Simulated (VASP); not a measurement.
AlN, 2 atoms in the cell. It takes space group R-3m (No. 166, trigonal). The conventional cell has a = 2.783 Å, b = 2.783 Å, c = 6.921 Å, α = 90.00°, β = 90.00°, γ = 120.00°. Al (site symmetry -3m) has 6 N at 1.98 Å within 2.6 Å. N (site symmetry -3m) has 6 Al at 1.98 Å within 2.6 Å.  This cell differs from its parent crystal: equal xy, yz and zx shear strains of +1 %.

* Program: VASP 6.6.1
* Task: electric field gradients
* Functional: PBE
* Potentials or basis: VASP PAW PBE potentials, release 64 (Al, N)
* Cutoff: 520 eV
* k mesh: 10 × 10 × 10
* Occupations: fermi-dirac, width 0.02 eV
* Spin: no spin polarisation
* Dipole correction: no
* Further INCAR settings: ALGO = Normal; EDIFF = 1e-08; NBANDS = 11

Potentials or basis: VASP PAW PBE potentials, release 64 (Al, N).

Command:

```sh
$ cat potpaw_PBE.64/Al/POTCAR potpaw_PBE.64/N/POTCAR > POTCAR
$ mpirun -np 1 vasp_std > vasp.out
```

Hardware: 1 thread of Intel Xeon 8259CL (shared host).

How long does it take, and how much memory?

It took 32 s on 1 thread of Intel Xeon 8259CL, on a shared host, peak memory 0.14 GiB. Counts: scf iterations 14, k points 116.
